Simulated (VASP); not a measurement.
# Zn16HS16 (a cell with a defect) in VASP: single point with PBE

Aim: the single point of Zn16HS16 (a cell with a defect) with PBE.

All numbers are computed with VASP 6.6.1; they aren't measurements. Logs are shortened: lines on timing, memory, paths and dates and some standing lists are left out, and cuts for length are marked.

## Step 1: The cell of the first run

The cell holds a defect, 33 atoms: a = 9.426 Å, b = 9.426 Å, c = 9.426 Å, α = 109.47°, β = 109.47°, γ = 109.47°.

## Step 2: Single point, PBE

Input file INCAR:

```
SYSTEM = Zn16HS16
PREC     = Accurate       ! precision mode
ENCUT    = 520            ! plane-wave cutoff, eV
EDIFF    = 1E-6           ! SCF threshold, eV
ISMEAR   = 0              ! smearing method
SIGMA    = 0.01           ! smearing width, eV
LREAL    = Auto         
LASPH    = .TRUE.         ! aspherical terms in the spheres
NELM     = 100            ! most SCF steps
ALGO     = Normal         ! electronic algorithm
ISIF     = 2              ! what is computed and relaxed
LWAVE    = .FALSE.        ! write WAVECAR
LCHARG   = .FALSE.        ! write CHGCAR
GGA      = PE             ! functional
NELECT   = 288.0        
NBANDS   = 166            ! bands
```

Input file KPOINTS:

```
Automatic mesh
0
Gamma
  2 2 2
  0.5 0.5 0.5
```

Input file POSCAR:

```
Zn16HS16
1.0
   -5.4423087469     -5.4423087469      5.4423087469
    5.4423087469      5.4423087469      5.4423087469
   -5.4423087469      5.4423087469     -5.4423087469
Zn S H
16 16 1
Direct
    0.2573567782      0.5000000000      0.2573567782
    0.4996731688      0.5000000000      0.0000000000
    0.2573567782      0.7573567782      0.0000000000
    0.7426432218      0.5000000000      0.7426432218
    0.5000000000      0.7500000000      0.7500000000
    0.2500000000      0.0000000000      0.7500000000
    0.0000000000      0.5000000000      0.4996731688
    0.7500000000      0.7500000000      0.5000000000
    0.5003268312      0.0003268312      0.5003268312
    0.2500000000      0.2500000000      0.5000000000
    0.0000000000      0.7573567782      0.2573567782
    0.7500000000      0.0000000000      0.2500000000
    0.5000000000      0.2500000000      0.2500000000
    0.0000000000     -0.0003268312      0.0000000000
    0.7426432218      0.2426432218      0.0000000000
    0.0000000000      0.2426432218      0.7426432218
    0.0000000000      0.2614191522      0.0000000000
    0.2528978512      0.2501092315      0.7501092315
    0.0000000000      0.5000000000      0.7614191522
    0.4972113803      0.2471021488      0.4972113803
    0.2498907685      0.5000000000      0.5027886197
    0.0000000000      0.7498907685      0.5027886197
    0.7501092315      0.2501092315      0.2528978512
    0.5027886197      0.5000000000      0.2498907685
    0.2385808478      0.7385808478      0.2385808478
    0.0000000000      0.0027886197      0.2498907685
    0.7614191522      0.5000000000      0.0000000000
    0.5027886197      0.7498907685      0.0000000000
    0.2498907685      0.0027886197      0.0000000000
    0.7501092315      0.7528978512      0.7501092315
    0.4972113803     -0.0027886197      0.7471021488
    0.7471021488     -0.0027886197      0.4972113803
    0.0000000000      0.5000000000      0.0000000000
```

Potentials or basis: VASP PAW PBE potentials, release 64 (Zn, S, H).

Run with:

```console
$ cat potpaw_PBE.64/Zn/POTCAR potpaw_PBE.64/S/POTCAR potpaw_PBE.64/H/POTCAR > POTCAR
$ mpirun -np 1 vasp_std > vasp.out
```

OUTCAR:

```text
SYSTEM = Zn16HS16
   PREC = Accurate
   ENCUT = 520
   EDIFF = 1E-6
   ISMEAR = 0
   LREAL = Auto
   LASPH = .TRUE.
   NELM = 100
   ISIF = 2
   GGA = PE
   NELECT = 288.0

 ion  position               nearest neighbor table
   1  0.257  0.500  0.257-  21 2.34  24 2.34  17 2.37  25 2.37
   2  0.500  0.500  0.000-  18 2.35  24 2.35  28 2.35  27 2.47
   3  0.257  0.757  0.000-  28 2.34  29 2.34  25 2.37  19 2.37
   4  0.743  0.500  0.743-  20 2.34  30 2.34  27 2.37  19 2.37
   5  0.500  0.750  0.750-  21 2.35  28 2.35  30 2.35  31 2.35
   6  0.250  0.000  0.750-  18 2.35  22 2.35  29 2.35  31 2.35
[... 24 lines left out ...]
  31  0.497  0.997  0.747-  15 2.34   9 2.35   5 2.35   6 2.35
  32  0.747  0.997  0.497-  16 2.34   9 2.35  12 2.35   8 2.35
  33  0.000  0.500  0.000-

  LATTYP: Found a body centered cubic cell.
 ALAT       =    10.8846174938

  Lattice vectors:

 A1 = (  -5.4423087469,  -5.4423087469,   5.4423087469)
 A2 = (   5.4423087469,   5.4423087469,   5.4423087469)
 A3 = (  -5.4423087469,   5.4423087469,  -5.4423087469)

Analysis of symmetry for initial positions (statically):
=====================================================================
 Subroutine PRICEL returns:
 Original cell was already a primitive cell.

 Routine SETGRP: Setting up the symmetry group for a
 body centered cubic supercell.

 Subroutine GETGRP returns: Found 24 space group operations
 (whereof  6 operations were pure point group operations)
 out of a pool of 48 trial point group operations.

The static configuration has the point symmetry C_3v.
 The point group associated with its full space group is T_d .

Analysis of symmetry for dynamics (positions and initial velocities):
=====================================================================
 Subroutine PRICEL returns:
 Original cell was already a primitive cell.

 Routine SETGRP: Setting up the symmetry group for a
 body centered cubic supercell.

 Subroutine GETGRP returns: Found 24 space group operations
 (whereof  6 operations were pure point group operations)
 out of a pool of 48 trial point group operations.

The dynamic configuration has the point symmetry C_3v.
 The point group associated with its full space group is T_d .

 Subroutine INISYM returns: Found 24 space group operations
 (whereof  6 operations are pure point group operations),
 and found     1 'primitive' translations

----------------------------------------------------------------------------------------

[... 145 lines left out ...]
   EFERMI =   0.00;   METHOD = LEGACY
   ISMEAR =     0;   SIGMA  =   0.01  broadening in eV -4-tet -1-fermi 0-gaus
   EFERMI_NEDOS =   21; number of points for ismear=-14 and -15
   IALGO  =     38    algorithm
   IMIX   =      4    mixing-type and parameters
     AMIX     =   0.40;   BMIX     =  1.00
     AMIX_MAG =   1.60;   BMIX_MAG =  1.00
  volume/ion in A,a.u.               =      19.54       131.85
  Fermi-wavevector in a.u.,A,eV,Ry     =   1.251418  2.364838 21.307372  1.566048
  Thomas-Fermi vector in A             =   2.385367
   LORBIT       =      0    0 simple, 1 ext, 2 COOP (PROOUT), +10 PAW based schemes
   GGA     = PE    functional components
   LHFCALC =     F    Hartree Fock is set to
   AEXX    =    0.0000 exact exchange contribution
   IVDW    =     0    specifies the selected vdW correction
   LEPSILON=     F    determine dielectric tensor
   LRPA    =     F    only Hartree local field effects (RPA)
 non-spin polarized calculation
 Gauss-broadening in eV      SIGMA  =   0.01
  energy-cutoff  :      520.00
  volume of cell :      644.78
 maximum number of plane-waves:     17388
 NGX is ok and might be reduce to    70
   NGX = 35   NGY = 35   NGZ = 35

 number of electron     288.0000335 magnetization

 Free energy of the ion-electron system (eV)
  ---------------------------------------------------
  ext. energy  EPLUGINS =         0.00000000
  ---------------------------------------------------
  free energy    TOTEN  =      -113.27260657 eV

  energy without entropy =     -113.27260657  energy(sigma->0) =     -113.27260657

 E-fermi :   1.6108     XC(G=0):  -9.5373

 val. band max:        1.5349267620   @ k =  -0.2500   0.2500   0.2500
 cond. band min:       2.8973107761   @ k =   0.2500   0.2500   0.2500
 fundamental gap:      1.3623840141
 Fermi energy:         1.6107592401

 k-point     1 :       0.2500    0.2500    0.2500
  band No.  band energies     occupation
      1     -10.8197      2.00000
      2     -10.6564      2.00000
      3     -10.6564      2.00000
      4     -10.6564      2.00000
      5     -10.1340      2.00000
      6     -10.0599      2.00000
[... 148 lines left out ...]
    155       6.2627      0.00000
    156       6.3157      0.00000

 k-point     2 :      -0.2500    0.2500    0.2500
  band No.  band energies     occupation
      1     -10.9703      2.00000
      2     -10.5640      2.00000
      3     -10.4341      2.00000
      4     -10.4233      2.00000
      5     -10.4233      2.00000
      6     -10.2350      2.00000
[... 148 lines left out ...]
    155       6.5271      0.00000
    156       6.5271      0.00000
 [bands above 156 left out]

------------------------ aborting loop because EDIFF is reached ----------------------------------------

  FORCE on cell =-STRESS in cart. coord.  units (eV):
  Direction    XX          YY          ZZ          XY          YZ          ZX
  --------------------------------------------------------------------------------------
  -------------------------------------------------------------------------------------
  Total       -6.4326952     -6.4326952     -6.4326952      0.0000000     -0.0000000      0.0000000
  in kB      -15.9843154    -15.9843154    -15.9843154      0.0000000     -0.0000000      0.0000000
  external PRESSURE =     -15.9843154 kB  Pullay stress =       0.0000000 kB

 VOLUME and BASIS-vectors are now :
 -----------------------------------------------------------------------------
  energy-cutoff  :      520.00
  volume of cell :      644.78
      direct lattice vectors                 reciprocal lattice vectors
    -5.442308747 -5.442308747  5.442308747    -0.091872774  0.000000000  0.091872774
     5.442308747  5.442308747  5.442308747     0.000000000  0.091872774  0.091872774
    -5.442308747  5.442308747 -5.442308747    -0.091872774  0.091872774  0.000000000

 POSITION                                       TOTAL-FORCE (eV/Angst)
 -----------------------------------------------------------------------------------
     -0.08008      2.72115      2.72115        -0.013954     -0.000000      0.000000
      0.00178      0.00178      5.44053        -0.003665     -0.003665      0.003665
      2.72115      2.72115      5.52238         0.000000     -0.000000      0.013954
     -5.36223      2.72115      2.72115         0.013954     -0.000000      0.000000
     -2.72115      5.44231      2.72115         0.000000     -0.000000      0.000000
     -5.44231      2.72115     -2.72115         0.000000     -0.000000      0.000000
[... 25 lines left out ...]
     -1.34481      4.06715      6.78711         0.001130      0.003537     -0.001130
      2.72115      2.72115      2.72115         0.000000     -0.000000      0.000000
 -----------------------------------------------------------------------------------
    total drift:                               -0.000074      0.000074      0.000001

  FREE ENERGIE OF THE ION-ELECTRON SYSTEM (eV)
  ---------------------------------------------------
  free  energy   TOTEN  =      -113.2726065693 eV

  energy  without entropy=     -113.2726065693  energy(sigma->0) =     -113.27260657
```

stdout:

```text
POSCAR found type information on POSCAR ZnS H
 POSCAR found :  3 types and      33 ions
 scaLAPACK will be used
 LDA part: xc-table for (Slater+PW92), standard interpolation
 POSCAR, INCAR and KPOINTS ok, starting setup
 FFT: planning ... GRIDC
 FFT: planning ... GRID_SOFT
 FFT: planning ... GRID
 WAVECAR not read
 entering main loop
 the old and the new charge density differ
 old charge density:   289.00000 new  288.00003
    0.272E+01
```

It took 68 min on 1 thread of AMD EPYC 7R13 (Zen 3), shared host; peak memory 0.72 GiB.

Results:

| Property | Result |
| --- | --- |
| Free energy | -113.2726 eV |
| Largest force | 0.035 eV/Å |

Forces on the atoms (eV/Å):
```
Zn  -0.014  0.000  0.000
Zn  -0.004 -0.004  0.004
Zn   0.000  0.000  0.014
Zn   0.014  0.000  0.000
Zn   0.000  0.000  0.000
Zn   0.000  0.000  0.000
Zn  -0.004  0.004 -0.004
Zn   0.000  0.000  0.000
Zn   0.004 -0.004 -0.004
Zn   0.000  0.000  0.000
Zn   0.000  0.014  0.000
Zn   0.000  0.000  0.000
Zn   0.000  0.000  0.000
Zn   0.004  0.004  0.004
Zn   0.000  0.000 -0.014
Zn   0.000 -0.014  0.000
S   -0.020 -0.020 -0.020
S   -0.001  0.004  0.001
S    0.020 -0.020  0.020
S   -0.004 -0.001 -0.001
S    0.004  0.001 -0.001
S   -0.001 -0.004 -0.001
S   -0.001  0.001  0.004
S    0.004 -0.001  0.001
S   -0.020  0.020  0.020
S    0.001 -0.004  0.001
S    0.020  0.020 -0.020
S   -0.001 -0.001 -0.004
S    0.001  0.001 -0.004
S   -0.004  0.001  0.001
S    0.001 -0.001  0.004
S    0.001  0.004 -0.001
H    0.000  0.000  0.000
```

Caveat: the cell carries a net charge on a neutralising background, which shifts energy and pressure; the cell is charged against a uniform background, so pressure and absolute levels hang on convention.
